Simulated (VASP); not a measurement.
# Cu (I4/mmm) in VASP: further runs

The runs below take Cu through single point, with LDA.

Everything below comes from runs of VASP 6.6.1. Logs are shortened: lines on timing, memory, paths and dates and some standing lists are left out, and cuts for length are marked.

**1. The cell of the first run**

It takes space group I4/mmm (No. 139, tetragonal). Conventional cell: a = 2.886 Å, b = 2.886 Å, c = 2.752 Å, α = 90.00°, β = 90.00°, γ = 90.00°. Cu (site symmetry 4/mmm) has 14 Cu at 2.46 to 2.89 Å within 3.2 Å.

**2. Single point, LDA**

The input, INCAR:

```
SYSTEM = Cu
ALGO = Normal
EDIFF = 1E-6
ENCUT = 520
ISIF = 2
ISMEAR = 0
LASPH = .True.
LCHARG = .False.
LREAL = .False.
LWAVE = .False.
NBANDS = 12
NELM = 80
PREC = Accurate
SIGMA = 0.3
```

The input, KPOINTS:

```
k-points
0
Gamma
  14 14 13
  0 0 0
```

The input, POSCAR:

```
Cu
1.0
   -1.4427930000      1.4427930000      1.3760810000
    1.4427930000     -1.4427930000      1.3760810000
    1.4427930000      1.4427930000     -1.3760810000
Cu
1
Direct
    0.0000000000      0.0000000000      0.0000000000
```

Potentials or basis: VASP PAW LDA potentials, release 64 (Cu).

Launch:

```
$ cat potpaw_LDA.64/Cu/POTCAR > POTCAR
$ mpirun -np 1 vasp_std > vasp.out
```

OUTCAR:

```text
SYSTEM = Cu
   EDIFF = 1E-6
   ENCUT = 520
   ISIF = 2
   ISMEAR = 0
   LASPH = .True.
   LREAL = .False.
   NELM = 80
   PREC = Accurate

 ion  position               nearest neighbor table
   1  0.000  0.000  0.000-

  LATTYP: Found a body centered tetragonal cell.
 ALAT       =     2.8855860000
 C/A-ratio  =     0.9537619049

  Lattice vectors:

 A1 = (  -1.4427930000,   1.4427930000,   1.3760810000)
 A2 = (   1.4427930000,  -1.4427930000,   1.3760810000)
 A3 = (   1.4427930000,   1.4427930000,  -1.3760810000)

Analysis of symmetry for initial positions (statically):
=====================================================================
 Subroutine PRICEL returns:
 Original cell was already a primitive cell.

 Routine SETGRP: Setting up the symmetry group for a
 body centered tetragonal supercell.

 Subroutine GETGRP returns: Found 16 space group operations
 (whereof 16 operations were pure point group operations)
 out of a pool of 16 trial point group operations.

The static configuration has the point symmetry D_4h.

Analysis of symmetry for dynamics (positions and initial velocities):
=====================================================================
 Subroutine PRICEL returns:
 Original cell was already a primitive cell.

 Routine SETGRP: Setting up the symmetry group for a
 body centered tetragonal supercell.

 Subroutine GETGRP returns: Found 16 space group operations
 (whereof 16 operations were pure point group operations)
 out of a pool of 16 trial point group operations.

The dynamic configuration has the point symmetry D_4h.

 Subroutine INISYM returns: Found 16 space group operations
 (whereof 16 operations are pure point group operations),
 and found     1 'primitive' translations

----------------------------------------------------------------------------------------

                                     Primitive cell

  volume of cell :      11.4581

  direct lattice vectors                    reciprocal lattice vectors
    -1.442793000  1.442793000  1.376081000     0.000000000  0.346550060  0.363350704
     1.442793000 -1.442793000  1.376081000     0.346550060  0.000000000  0.363350704
     1.442793000  1.442793000 -1.376081000     0.346550060  0.346550060  0.000000000

  length of vectors
     2.461077447  2.461077447  2.461077447     0.502116199  0.502116199  0.490095794

  position of ions in fractional coordinates (direct lattice)
     0.000000000  0.000000000  0.000000000

  ion indices of the primitive-cell ions
   primitive index   ion index
                 1           1

----------------------------------------------------------------------------------------

 KPOINTS: k-points

Automatic generation of k-mesh.
 Grid dimensions read from file:
 generate k-points for:   14   14   13

 Generating k-lattice:

  Cartesian coordinates                     Fractional coordinates (reciprocal lattice)
     0.000000000  0.024753576  0.025953622     0.071428571  0.000000000  0.000000000
     0.024753576  0.000000000  0.025953622     0.000000000  0.071428571  0.000000000
     0.026657697  0.026657697  0.000000000     0.000000000  0.000000000  0.076923077

  Length of vectors
     0.035865443  0.035865443  0.037699676

  Shift w.r.t. Gamma in fractional coordinates (k-lattice)
     0.000000000  0.000000000  0.000000000

 -----------------------------------------------------------------------------
|                                                                             |
|           W    W    AA    RRRRR   N    N  II  N    N   GGGG   !!!           |
|           W    W   A  A   R    R  NN   N  II  NN   N  G    G  !!!           |
|           W    W  A    A  R    R  N N  N  II  N N  N  G       !!!           |
|           W WW W  AAAAAA  RRRRR   N  N N  II  N  N N  G  GGG   !            |
|           WW  WW  A    A  R   R   N   NN  II  N   NN  G    G                |
|           W    W  A    A  R    R  N    N  II  N    N   GGGG   !!!           |
|                                                                             |
|     Your reciprocal lattice and k-lattice belong to different lattice       |
|     classes:                                                                |
|                                                                             |
|        The reciprocal lattice is body-centered tetragonal,                  |
|        whereas your k-lattice is base-centered monoclinic.                  |
|                                                                             |
|     Results are often still useful ...                                      |
|                                                                             |
 -----------------------------------------------------------------------------

 WARNING: IBZKPT: internal override: KBLOWUP is changed to .FALSE.
      ... skipping the blow-up phase ...

 Subroutine IBZKPT returns following result:
 ===========================================

 Found    687 irreducible k-points:

 Following reciprocal coordinates:
            Coordinates               Weight
  0.000000  0.000000  0.000000      1.000000
  0.071429 -0.000000 -0.000000      4.000000
  0.142857 -0.000000  0.000000      4.000000
  0.214286 -0.000000  0.000000      4.000000
  0.285714  0.000000  0.000000      4.000000
  0.357143  0.000000  0.000000      4.000000
[... 16 lines left out ...]
  0.214286  0.142857  0.000000      4.000000
  0.285714  0.142857  0.000000      4.000000
 [... further k-points ...]
   k-points           NKPTS =    687   k-points in BZ     NKDIM =    687   number of bands    NBANDS=     12
   number of dos      NEDOS =    301   number of ions     NIONS =      1
   total plane-waves  NPLWV =   5832
   dimension x,y,z NGX =    18 NGY =   18 NGZ =   18
   dimension x,y,z NGXF=    36 NGYF=   36 NGZF=   36
   ions per type =               1
   NGX,Y,Z   is equivalent  to a cutoff of  12.16, 12.16, 12.16 a.u.
   NGXF,Y,Z  is equivalent  to a cutoff of  24.32, 24.32, 24.32 a.u.
 SYSTEM =  Cu
   PREC   = accura    normal or accurate (medium, high low for compatibility)
   ISTART =      0    job   : 0-new  1-cont  2-samecut
   ICHARG =      2    charge: 1-file 2-atom 10-const
   ISPIN  =      1    spin polarized calculation?
   LNONCOLLINEAR =      F non collinear calculations
   LSORBIT =      F    spin-orbit coupling
   LASPH  =      T    aspherical Exc in radial PAW
   ENCUT  =  520.0 eV  38.22 Ry    6.18 a.u.   4.58  4.58  4.58*2*pi/ulx,y,z
   NELM   =     80;   NELMIN=  2; NELMDL= -5     # of ELM steps
   EDIFF  = 0.1E-05   stopping-criterion for ELM
   LREAL  =      F    real-space projection
   EDIFFG = 0.1E-04   stopping-criterion for IOM
   NSW    =      0    number of steps for IOM
   IBRION =     -1    ionic relax: 0-MD 1-quasi-New 2-CG
   NFREE  =      0    steps in history (QN), initial steepest desc. (CG)
   ISIF   =      2    stress and relaxation
   ISYM   =      2    0-nonsym 1-usesym 2-fastsym
   POTIM  = 0.5000    time-step for ionic-motion
   TEBEG  =    0.0;   TEEND  =   0.0 temperature during run
   PSTRESS=    0.0 pullay stress
   NELECT =      11.0000    total number of electrons
   NUPDOWN=      -1.0000    fix difference up-down
   EMIN   =  10.00;   EMAX   =-10.00  energy-range for DOS
   EFERMI =   0.00;   METHOD = LEGACY
   ISMEAR =     0;   SIGMA  =   0.30  broadening in eV -4-tet -1-fermi 0-gaus
   EFERMI_NEDOS =   21; number of points for ismear=-14 and -15
   IALGO  =     38    algorithm
   IMIX   =      4    mixing-type and parameters
     AMIX     =   0.40;   BMIX     =  1.00
     AMIX_MAG =   1.60;   BMIX_MAG =  1.00
  volume/ion in A,a.u.               =      11.46        77.32
  Fermi-wavevector in a.u.,A,eV,Ry     =   1.614985  3.051878 35.486378  2.608175
  Thomas-Fermi vector in A             =   2.709805
   LORBIT       =      0    0 simple, 1 ext, 2 COOP (PROOUT), +10 PAW based schemes
   GGA     = CA    functional components
   LHFCALC =     F    Hartree Fock is set to
   AEXX    =    0.0000 exact exchange contribution
   IVDW    =     0    specifies the selected vdW correction
   LEPSILON=     F    determine dielectric tensor
   LRPA    =     F    only Hartree local field effects (RPA)
 non-spin polarized calculation
 Gauss-broadening in eV      SIGMA  =   0.30
  energy-cutoff  :      520.00
  volume of cell :       11.46
 maximum number of plane-waves:       325
   NGX =  9   NGY =  9   NGZ =  9

 number of electron      10.9999998 magnetization

 Free energy of the ion-electron system (eV)
  ---------------------------------------------------
  ext. energy  EPLUGINS =         0.00000000
  ---------------------------------------------------
  free energy    TOTEN  =        -4.66398726 eV

  energy without entropy =       -4.64894505  energy(sigma->0) =       -4.65646615

 E-fermi :   7.7342     XC(G=0): -13.2820

 val. band max:        7.7322197494   @ k =   0.5000   0.1429   0.2308
 cond. band min:       7.7430783699   @ k =   0.5000   0.1429   0.0769
 fundamental gap:      0.0108586205
 Fermi energy:         7.7342090067

 k-point     1 :       0.0000    0.0000    0.0000
  band No.  band energies     occupation
      1      -1.8513      2.00000
      2       4.3464      2.00000
      3       4.5436      2.00000
      4       4.5436      2.00000
      5       5.4331      2.00000
      6       5.6452      2.00000
      7      32.6571      0.00000
      8      32.6571      0.00000
      9      33.9136      0.00000
     10      36.4410      0.00000
     11      36.4410      0.00000
     12      36.7360      0.00000

 k-point     2 :       0.0714   -0.0000   -0.0000
  band No.  band energies     occupation
      1      -1.6471      2.00000
      2       4.3536      2.00000
      3       4.5383      2.00000
      4       4.5753      2.00000
      5       5.4333      2.00000
      6       5.6160      2.00000
      7      31.3298      0.00000
      8      32.1253      0.00000
      9      32.4929      0.00000
     10      34.4324      0.00000
     11      35.0190      0.00000
     12      35.7582      0.00000

 k-point     3 :       0.1429   -0.0000    0.0000
  band No.  band energies     occupation
      1      -1.0470      2.00000
      2       4.2776      2.00000
      3       4.5092      2.00000
      4       4.7670      2.00000
      5       5.4308      2.00000
      6       5.5659      2.00000
      7      27.7011      0.00000
      8      30.5660      0.00000
      9      31.0114      0.00000
     10      32.2342      0.00000
     11      33.8708      0.00000
     12      36.0707      0.00000

 k-point     4 :       0.2143   -0.0000    0.0000
  band No.  band energies     occupation
      1      -0.1007      2.00000
      2       4.1249      2.00000
      3       4.4540      2.00000
      4       5.1055      2.00000
      5       5.4316      2.00000
      6       5.5599      2.00000
      7      23.7824      0.00000
      8      28.7510      0.00000
      9      29.4190      0.00000
     10      30.7955      0.00000
     11      33.0663      0.00000
     12      37.1653      0.00000

 k-point     5 :       0.2857    0.0000    0.0000
  band No.  band energies     occupation
      1       1.0487      2.00000
      2       3.9509      2.00000
      3       4.4978      2.00000
      4       5.4589      2.00000
      5       5.5147      2.00000
      6       5.6014      2.00000
      7      20.0380      0.00000
      8      27.2111      0.00000
      9      27.6891      0.00000
     10      30.0023      0.00000
     11      32.5695      0.00000
     12      38.6948      0.00000
[... 228 lines left out ...]
      1      -1.6569      2.00000
      2       4.3498      2.00000
      3       4.5102      2.00000
      4       4.6196      2.00000
      5       5.3954      2.00000
      6       5.6413      2.00000
      7      30.3186      0.00000
      8      32.5324      0.00000
      9      33.4473      0.00000
     10      34.9597      0.00000
     11      35.1060      0.00000
     12      35.3796      0.00000

 k-point    22 :       0.1429    0.1429    0.0000
  band No.  band energies     occupation
      1       0.4724      2.00000
      2       4.1276      2.00000
      3       4.2504      2.00000
      4       5.3732      2.00000
      5       5.3909      2.00000
      6       5.6500      2.00000
      7      23.7678      0.00000
      8      24.3339      0.00000
      9      27.9109      0.00000
     10      32.6532      0.00000
     11      34.8249      0.00000
     12      36.6149      0.00000

 k-point    23 :       0.2143    0.1429    0.0000
  band No.  band energies     occupation
      1       1.5673      2.00000
      2       3.9940      2.00000
      3       4.1790      2.00000
      4       5.3583      2.00000
      5       5.7258      2.00000
      6       5.9613      2.00000
      7      20.3021      0.00000
      8      22.6150      0.00000
      9      26.5937      0.00000
     10      32.2359      0.00000
     11      35.2470      0.00000
     12      37.2873      0.00000

 k-point    24 :       0.2857    0.1429    0.0000
  band No.  band energies     occupation
      1       2.4412      2.00000
      2       3.8365      2.00000
      3       4.4136      2.00000
      4       5.4090      2.00000
      5       5.8136      2.00000
      6       6.7457      2.00000
      7      16.8937      0.00000
      8      21.4692      0.00000
      9      25.6147      0.00000
     10      31.7592      0.00000
     11      35.9249      0.00000
     12      37.5524      0.00000

 [... further k-points ...]

------------------------ aborting loop because EDIFF is reached ----------------------------------------

  FORCE on cell =-STRESS in cart. coord.  units (eV):
  Direction    XX          YY          ZZ          XY          YZ          ZX
  --------------------------------------------------------------------------------------
  -------------------------------------------------------------------------------------
  Total       -0.4812297     -0.4812297     -0.5235853      0.0000000      0.0000000     -0.0000000
  in kB      -67.2900668    -67.2900668    -73.2126324      0.0000000      0.0000000     -0.0000000
  external PRESSURE =     -69.2642553 kB  Pullay stress =       0.0000000 kB

 VOLUME and BASIS-vectors are now :
 -----------------------------------------------------------------------------
  energy-cutoff  :      520.00
  volume of cell :       11.46
      direct lattice vectors                 reciprocal lattice vectors
    -1.442793000  1.442793000  1.376081000     0.000000000  0.346550060  0.363350704
     1.442793000 -1.442793000  1.376081000     0.346550060  0.000000000  0.363350704
     1.442793000  1.442793000 -1.376081000     0.346550060  0.346550060  0.000000000

 POSITION                                       TOTAL-FORCE (eV/Angst)
 -----------------------------------------------------------------------------------
      0.00000      0.00000      0.00000         0.000000     -0.000000      0.000000
 -----------------------------------------------------------------------------------
    total drift:                                0.000000     -0.000000      0.000000

  FREE ENERGIE OF THE ION-ELECTRON SYSTEM (eV)
  ---------------------------------------------------
  free  energy   TOTEN  =        -4.6639872573 eV

  energy  without entropy=       -4.6489450516  energy(sigma->0) =       -4.65646615
```

It took 91 s on 1 thread of AMD EPYC 7R13, shared host; peak memory 0.16 GiB.

What came out:

```
Free energy : -4.6640 eV
Pressure    : -6.9 GPa
```

(Part 1 of 2 ends here.)
